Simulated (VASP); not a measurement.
# MnSe (P4/nmm) in VASP: further runs

The runs below take MnSe through single point, with LDA+U.

All numbers are computed with VASP 6.6.1; they aren't measurements. Logs are shortened: lines on timing, memory, paths and dates and some standing lists are left out, and cuts for length are marked.

## (1) The cell of the first run

The structure is tetragonal, space group P4/nmm (No. 129). Conventional cell: a = 3.613 Å, b = 3.613 Å, c = 6.246 Å, α = 90.00°, β = 90.00°, γ = 90.00°. Mn (site symmetry -4m2) has 4 Se at 2.39 Å and 4 Mn at 2.55 Å within 3.2 Å. Se (site symmetry 4mm) has 4 Mn at 2.39 Å within 3.2 Å.

## (2) Single point, LDA+U, collinear spin, ferromagnetic start

File INCAR:

```
SYSTEM = MnSe
PREC = Accurate
ENCUT = 520
EDIFF = 1E-7
ISMEAR = -1
SIGMA = 0.05
LREAL = .False.
LASPH = .True.
NELM = 150
ALGO = Normal
ISIF = 2
LWAVE = .False.
LCHARG = .True.
ISPIN = 2
MAGMOM = 4 4 0 0
LORBIT = 11
LMAXMIX = 4
LDAU = .True.
LDAUTYPE = 2
LDAUL = 2 -1
LDAUU = 8 0
LDAUJ = 0 0
LDAUPRINT = 1
LELF = .True.
LVHAR = .True.
NBANDS = 31
```

File KPOINTS:

```
Automatic mesh
0
Gamma
  8 8 5
  0 0 0
```

File POSCAR:

```
MnSe
1.0
    3.6132890000      0.0000000000      0.0000000000
    0.0000000000      3.6132890000      0.0000000000
    0.0000000000      0.0000000000      6.2463560000
Mn Se
2 2
Direct
    0.0000000000      0.0000000000      0.0000000000
    0.5000000000      0.5000000000      0.0000000000
    0.5000000000      0.0000000000      0.7503170000
    0.0000000000      0.5000000000      0.2496830000
```

Potentials or basis: VASP PAW LDA potentials, release 64 (Mn_pv, Se).

Run with:

```bash
> cat potpaw_LDA.64/Mn_pv/POTCAR potpaw_LDA.64/Se/POTCAR > POTCAR
> mpirun -np 1 vasp_std > vasp.out
```

OUTCAR:

```text
SYSTEM = MnSe
   PREC = Accurate
   ENCUT = 520
   EDIFF = 1E-7
   ISMEAR = -1
   LREAL = .False.
   LASPH = .True.
   NELM = 150
   ISIF = 2
   ISPIN = 2
   LORBIT = 11

 ion  position               nearest neighbor table
   1  0.000  0.000  0.000-   3 2.39   4 2.39   4 2.39   3 2.39   2 2.55   2 2.55   2 2.55   2 2.55

   2  0.500  0.500  0.000-   3 2.39   4 2.39   3 2.39   4 2.39   1 2.55   1 2.55   1 2.55   1 2.55

   3  0.500  0.000  0.750-   1 2.39   2 2.39   2 2.39   1 2.39
   4  0.000  0.500  0.250-   1 2.39   2 2.39   1 2.39   2 2.39

  LATTYP: Found a simple tetragonal cell.
 ALAT       =     3.6132890000
 C/A-ratio  =     1.7287175202

  Lattice vectors:

 A1 = (   3.6132890000,   0.0000000000,   0.0000000000)
 A2 = (   0.0000000000,   3.6132890000,   0.0000000000)
 A3 = (   0.0000000000,   0.0000000000,   6.2463560000)

Analysis of symmetry for initial positions (statically):
=====================================================================
 Subroutine PRICEL returns:
 Original cell was already a primitive cell.

 Routine SETGRP: Setting up the symmetry group for a
 simple tetragonal supercell.

 Subroutine GETGRP returns: Found 16 space group operations
 (whereof  8 operations were pure point group operations)
 out of a pool of 16 trial point group operations.

The static configuration has the point symmetry D_2d.
 The point group associated with its full space group is D_4h.

Analysis of symmetry for dynamics (positions and initial velocities):
=====================================================================
 Subroutine PRICEL returns:
 Original cell was already a primitive cell.

 Routine SETGRP: Setting up the symmetry group for a
 simple tetragonal supercell.

 Subroutine GETGRP returns: Found 16 space group operations
 (whereof  8 operations were pure point group operations)
 out of a pool of 16 trial point group operations.

The dynamic configuration has the point symmetry D_2d.
 The point group associated with its full space group is D_4h.

Analysis of structural, dynamic, and magnetic symmetry:
=====================================================================
 Subroutine PRICEL returns:
 Original cell was already a primitive cell.

 Routine SETGRP: Setting up the symmetry group for a
 simple tetragonal supercell.

 Subroutine GETGRP returns: Found 16 space group operations
 (whereof  8 operations were pure point group operations)
 out of a pool of 16 trial point group operations.

The overall configuration has the point symmetry D_2d.
 The point group associated with its full space group is D_4h.

 Subroutine INISYM returns: Found 16 space group operations
 (whereof  8 operations are pure point group operations),
 and found     1 'primitive' translations

----------------------------------------------------------------------------------------

                                     Primitive cell

  volume of cell :      81.5515

  direct lattice vectors                    reciprocal lattice vectors
     3.613289000  0.000000000  0.000000000     0.276756163  0.000000000  0.000000000
     0.000000000  3.613289000  0.000000000     0.000000000  0.276756163  0.000000000
[... 150 lines left out ...]
 -0.0000  0.0000 -0.0000  0.0881  0.0000
 -0.0000  0.0000 -0.0000  0.0000  0.0686

 occupancies and eigenvectors

  o =  0.0294  v =  0.0000  0.0000  0.0000  0.0000  0.0000  0.0000  0.0000 -1.0000 -0.0000 -0.0000      0.0000  0.0000  0.0000  0.0000  0.0000  0.0000  0.0000  0.0000  0.0000  0.0000
  o =  0.0364  v =  0.0000  0.0000  0.0000  0.0000  0.0000  1.0000  0.0000  0.0000  0.0000  0.0000      0.0000  0.0000  0.0000  0.0000  0.0000  0.0000  0.0000  0.0000  0.0000  0.0000
  o =  0.0686  v =  0.0000  0.0000  0.0000  0.0000  0.0000  0.0000  0.0000 -0.0000 -0.0000  1.0000      0.0000  0.0000  0.0000  0.0000  0.0000  0.0000  0.0000  0.0000  0.0000  0.0000
  o =  0.0881  v =  0.0000  0.0000  0.0000  0.0000  0.0000  0.0000  0.3933 -0.0000  0.9194 -0.0000      0.0000  0.0000  0.0000  0.0000  0.0000  0.0000  0.0000  0.0000  0.0000  0.0000
  o =  0.0881  v =  0.0000  0.0000  0.0000  0.0000  0.0000  0.0000 -0.9194 -0.0000  0.3933  0.0000      0.0000  0.0000  0.0000  0.0000  0.0000  0.0000  0.0000  0.0000  0.0000  0.0000
  o =  0.9455  v =  0.0000 -0.0000 -1.0000 -0.0000 -0.0000  0.0000  0.0000  0.0000  0.0000  0.0000      0.0000  0.0000  0.0000  0.0000  0.0000  0.0000  0.0000  0.0000  0.0000  0.0000
  o =  0.9478  v =  0.0000  0.0000 -0.0000 -0.0000  1.0000  0.0000  0.0000  0.0000  0.0000  0.0000      0.0000  0.0000  0.0000  0.0000  0.0000  0.0000  0.0000  0.0000  0.0000  0.0000
  o =  0.9480  v =  1.0000  0.0000  0.0000  0.0000  0.0000  0.0000  0.0000  0.0000  0.0000  0.0000      0.0000  0.0000  0.0000  0.0000  0.0000  0.0000  0.0000  0.0000  0.0000  0.0000
  o =  0.9496  v =  0.0000  0.0334 -0.0000  0.9994 -0.0000  0.0000  0.0000  0.0000  0.0000  0.0000      0.0000  0.0000  0.0000  0.0000  0.0000  0.0000  0.0000  0.0000  0.0000  0.0000
  o =  0.9496  v =  0.0000 -0.9994  0.0000  0.0334  0.0000  0.0000  0.0000  0.0000  0.0000  0.0000      0.0000  0.0000  0.0000  0.0000  0.0000  0.0000  0.0000  0.0000  0.0000  0.0000

atom =   2  type =  1  l = 2

 onsite density matrix

spin component  1

  0.9480 -0.0000  0.0000 -0.0000 -0.0000
 -0.0000  0.9496  0.0000  0.0000 -0.0000
  0.0000  0.0000  0.9455 -0.0000  0.0000
 -0.0000  0.0000 -0.0000  0.9496 -0.0000
 -0.0000 -0.0000  0.0000 -0.0000  0.9478

spin component  2

  0.0364  0.0000  0.0000  0.0000  0.0000
  0.0000  0.0881 -0.0000  0.0000  0.0000
  0.0000 -0.0000  0.0294  0.0000  0.0000
  0.0000  0.0000  0.0000  0.0881  0.0000
  0.0000  0.0000  0.0000  0.0000  0.0686

 occupancies and eigenvectors

  o =  0.0294  v =  0.0000  0.0000  0.0000  0.0000  0.0000  0.0000 -0.0000 -1.0000 -0.0000  0.0000      0.0000  0.0000  0.0000  0.0000  0.0000  0.0000  0.0000  0.0000  0.0000  0.0000
  o =  0.0364  v =  0.0000  0.0000  0.0000  0.0000  0.0000  1.0000  0.0000  0.0000  0.0000  0.0000      0.0000  0.0000  0.0000  0.0000  0.0000  0.0000  0.0000  0.0000  0.0000  0.0000
  o =  0.0686  v =  0.0000  0.0000  0.0000  0.0000  0.0000  0.0000  0.0000 -0.0000  0.0000 -1.0000      0.0000  0.0000  0.0000  0.0000  0.0000  0.0000  0.0000  0.0000  0.0000  0.0000
  o =  0.0881  v =  0.0000  0.0000  0.0000  0.0000  0.0000  0.0000 -0.0005  0.0000 -1.0000 -0.0000      0.0000  0.0000  0.0000  0.0000  0.0000  0.0000  0.0000  0.0000  0.0000  0.0000
  o =  0.0881  v =  0.0000  0.0000  0.0000  0.0000  0.0000  0.0000 -1.0000  0.0000  0.0005 -0.0000      0.0000  0.0000  0.0000  0.0000  0.0000  0.0000  0.0000  0.0000  0.0000  0.0000
  o =  0.9455  v =  0.0000  0.0000  1.0000 -0.0000 -0.0000  0.0000  0.0000  0.0000  0.0000  0.0000      0.0000  0.0000  0.0000  0.0000  0.0000  0.0000  0.0000  0.0000  0.0000  0.0000
  o =  0.9478  v =  0.0000 -0.0000 -0.0000 -0.0000 -1.0000  0.0000  0.0000  0.0000  0.0000  0.0000      0.0000  0.0000  0.0000  0.0000  0.0000  0.0000  0.0000  0.0000  0.0000  0.0000
  o =  0.9480  v =  1.0000  0.0000  0.0000  0.0000  0.0000  0.0000  0.0000  0.0000  0.0000  0.0000      0.0000  0.0000  0.0000  0.0000  0.0000  0.0000  0.0000  0.0000  0.0000  0.0000
  o =  0.9496  v =  0.0000  0.6765 -0.0000  0.7365 -0.0000  0.0000  0.0000  0.0000  0.0000  0.0000      0.0000  0.0000  0.0000  0.0000  0.0000  0.0000  0.0000  0.0000  0.0000  0.0000
  o =  0.9496  v =  0.0000  0.7365 -0.0000 -0.6765 -0.0000  0.0000  0.0000  0.0000  0.0000  0.0000      0.0000  0.0000  0.0000  0.0000  0.0000  0.0000  0.0000  0.0000  0.0000  0.0000

 number of electron      37.9999953 magnetization       9.7446985

 Free energy of the ion-electron system (eV)
  ---------------------------------------------------
  ext. energy  EPLUGINS =         0.00000000
  ---------------------------------------------------
  free energy    TOTEN  =       -19.83971739 eV

  energy without entropy =      -19.83059288  energy(sigma->0) =      -19.83515514

 E-fermi :   5.1250     XC(G=0): -10.1723

 val. band max:        5.1068805878   @ k =   0.1250   0.0000   0.4000
 cond. band min:       5.1576480936   @ k =   0.5000   0.3750   0.4000
 fundamental gap:      0.0507675058
 Fermi energy:         5.1249642849

 spin component 1

 k-point     1 :       0.0000    0.0000    0.0000
  band No.  band energies     occupation
      1     -45.7812      1.00000
      2     -45.7812      1.00000
      3     -45.5260      1.00000
      4     -45.5028      1.00000
      5     -45.5028      1.00000
      6     -45.4555      1.00000
[... 1625 lines left out ...]
     30      13.7142      0.00000
     31      15.4293      0.00000

 [... further k-points ...]

------------------------ aborting loop because EDIFF is reached ----------------------------------------

  FORCE on cell =-STRESS in cart. coord.  units (eV):
  Direction    XX          YY          ZZ          XY          YZ          ZX
  --------------------------------------------------------------------------------------
  -------------------------------------------------------------------------------------
  Total       18.3159680     18.3159680     10.1699872      0.0000000      0.0000000      0.0000000
  in kB      359.8390796    359.8390796    199.8015519      0.0000000      0.0000000      0.0000000
  external PRESSURE =     306.4932370 kB  Pullay stress =       0.0000000 kB

 VOLUME and BASIS-vectors are now :
 -----------------------------------------------------------------------------
  energy-cutoff  :      520.00
  volume of cell :       81.55
      direct lattice vectors                 reciprocal lattice vectors
     3.613289000  0.000000000  0.000000000     0.276756163  0.000000000  0.000000000
     0.000000000  3.613289000  0.000000000     0.000000000  0.276756163  0.000000000
     0.000000000  0.000000000  6.246356000     0.000000000  0.000000000  0.160093341

 POSITION                                       TOTAL-FORCE (eV/Angst)
 -----------------------------------------------------------------------------------
      0.00000      0.00000      0.00000         0.000000      0.000000      0.000000
      1.80664      1.80664      0.00000        -0.000000     -0.000000      0.000000
      1.80664      0.00000      4.68675         0.000000     -0.000000     -3.448647
      0.00000      1.80664      1.55961         0.000000      0.000000      3.448647
 -----------------------------------------------------------------------------------
    total drift:                                0.000000      0.000000     -0.000000

  FREE ENERGIE OF THE ION-ELECTRON SYSTEM (eV)
  ---------------------------------------------------
  free  energy   TOTEN  =       -19.8397173909 eV

  energy  without entropy=      -19.8305928844  energy(sigma->0) =      -19.83515514

 total charge

# of ion       s       p       d       tot
------------------------------------------
    1        0.366   6.389   5.026  11.781
    2        0.366   6.389   5.026  11.781
    3        1.470   2.507   0.055   4.032
    4        1.470   2.507   0.055   4.032
--------------------------------------------------
tot          3.671  17.791  10.162  31.625

 magnetization (x)

# of ion       s       p       d       tot
------------------------------------------
    1        0.026   0.071   4.417   4.514
    2        0.026   0.071   4.417   4.514
    3        0.007   0.059   0.011   0.077
    4        0.007   0.059   0.011   0.077
--------------------------------------------------
tot          0.067   0.259   8.857   9.183
```

Wall time 88 s (1 thread of Intel Xeon 6975P-C (Granite Rapids), shared host); peak memory 0.28 GiB.

Results:

```
Free energy                                           : -19.8397 eV
Pressure                                              : 30.6 GPa
Largest force                                         : 3.449 eV/Å
Net moment                                            : 9.74 μB per cell
Site moments                                          : Mn +4.51; Se +0.08 μB
Valence electrons inside the program's atomic spheres : Mn 11.78; Se 4.03
```

Forces in eV/Å, atoms in the order of the input:
```
Mn   0.000  0.000  0.000
Mn   0.000  0.000  0.000
Se   0.000  0.000 -3.449
Se   0.000  0.000  3.449
```

Levels at points of the mesh, in eV from the Fermi level:
Spin up:
```
           k point  band 22  band 23  band 24  band 25  band 26  band 27
(0.00, 0.00, 0.00)    -0.92     0.26     0.26     1.64     3.16     5.20
(0.50, 0.00, 0.00)    -2.38    -0.40    -0.40     4.93     4.93     5.69
(0.50, 0.50, 0.00)    -3.52    -3.42    -3.42     2.58     2.58     4.13
```
Spin down:
| k point | band 10 | band 11 | band 12 | band 13 | band 14 | band 15 | band 16 | band 17 | band 18 | band 19 |
| --- | --- | --- | --- | --- | --- | --- | --- | --- | --- | --- |
| (0.00, 0.00, 0.00) | -3.40 | -2.59 | -2.59 | -2.41 | -2.41 | 0.78 | 0.84 | 1.54 | 2.61 | 2.85 |
| (0.50, 0.00, 0.00) | -5.45 | -3.80 | -3.80 | -2.18 | -2.18 | 1.75 | 1.75 | 2.11 | 2.11 | 3.10 |
| (0.50, 0.50, 0.00) | -5.44 | -3.52 | -3.52 | -3.11 | -3.11 | -0.45 | -0.45 | 1.03 | 1.03 | 3.39 |

Eigenvalues of the final occupation matrices:
| site | spin | trace | eigenvalues |
| --- | --- | --- | --- |
| site 1 d | 1 | 4.74 | 0.95 0.95 0.95 0.95 0.95 |
| site 1 d | 2 | 0.31 | 0.03 0.04 0.07 0.09 0.09 |
| site 2 d | 1 | 4.74 | 0.95 0.95 0.95 0.95 0.95 |
| site 2 d | 2 | 0.31 | 0.03 0.04 0.07 0.09 0.09 |

Caveat: the stress differs along the axes, from 20 to 36 GPa; the run started ferromagnetic, and an antiferromagnetic order may lie lower in energy; forces of over 1 eV/Å act on the atoms, so gaps and moduli don't describe the material at rest. The state reached can hang on the start; a lower one may exist.

## (3) Single point, LDA+U, collinear spin, ferromagnetic start

File INCAR:

```
PREC = Accurate
ENCUT = 520
EDIFF = 1E-6
ISMEAR = -1
SIGMA = 0.05
LREAL = F
LASPH = T
NELM = 150
ALGO = Normal
ISIF = 2
LWAVE = F
LCHARG = F
ISPIN = 2
MAGMOM = 4 4 0 0
LORBIT = 11
LMAXMIX = 4
LDAU = T
LDAUTYPE = 2
LDAUL = 2 -1
LDAUU = 8 0
LDAUJ = 0 0
LDAUPRINT = 1
GGA = CA
NBANDS = 31
```

File KPOINTS:

```
Automatic mesh
0
Gamma
  8 8 5
```

POSCAR is that of step 2.

Potentials or basis: VASP PAW LDA potentials, release 64 (Mn_pv, Se).

Run with:

```bash
> cat potpaw_LDA.64/Mn_pv/POTCAR potpaw_LDA.64/Se/POTCAR > POTCAR
> mpirun -np 1 vasp_std > vasp.out
```

It took 82 s on 1 thread of Intel Xeon 6975P-C (Granite Rapids), shared host; peak memory 0.28 GiB.

The run converged. Its results:

| Property | Result |
| --- | --- |
| Free energy | -19.8397 eV |
| Pressure | 30.6 GPa |
| Largest force | 3.449 eV/Å |
| Net moment | 9.74 μB per cell |
| Site moments | Mn +4.51; Se +0.08 μB |
| Valence electrons inside the program's atomic spheres | Mn 11.78; Se 4.03 |

Forces on the atoms (eV/Å):
```
Mn   0.000  0.000  0.000
Mn   0.000  0.000  0.000
Se   0.000  0.000 -3.449
Se   0.000  0.000  3.449
```

Stress tensor (GPa, compression positive):
```
35.98  0.00  0.00
 0.00 35.98  0.00
 0.00  0.00 19.98
```

Levels at points of the mesh, in eV from the Fermi level:
Spin up:
```
           k point  band 22  band 23  band 24  band 25  band 26  band 27
(0.00, 0.00, 0.00)    -0.92     0.26     0.26     1.64     3.16     5.20
(0.50, 0.00, 0.00)    -2.38    -0.40    -0.40     4.93     4.93     5.69
(0.50, 0.50, 0.00)    -3.52    -3.42    -3.42     2.58     2.58     4.13
```
Spin down:
```tsv
k point	band 12	band 13	band 14	band 15	band 16	band 17
(0.00, 0.00, 0.00)	-2.59	-2.41	-2.41	0.78	0.84	1.54
(0.50, 0.00, 0.00)	-3.80	-2.18	-2.18	1.75	1.75	2.11
(0.50, 0.50, 0.00)	-3.52	-3.11	-3.11	-0.45	-0.45	1.03
```

Eigenvalues of the final occupation matrices:
```
    site  spin  trace               eigenvalues
site 1 d     1   4.74  0.95 0.95 0.95 0.95 0.95
site 1 d     2   0.31  0.03 0.04 0.07 0.09 0.09
site 2 d     1   4.74  0.95 0.95 0.95 0.95 0.95
site 2 d     2   0.31  0.03 0.04 0.07 0.09 0.09
```

Caveat: the stress differs along the axes, from 20 to 36 GPa; the run started ferromagnetic, and an antiferromagnetic order may lie lower in energy; forces of over 1 eV/Å act on the atoms, so gaps and moduli don't describe the material at rest. The state reached can hang on the start; a lower one may exist.
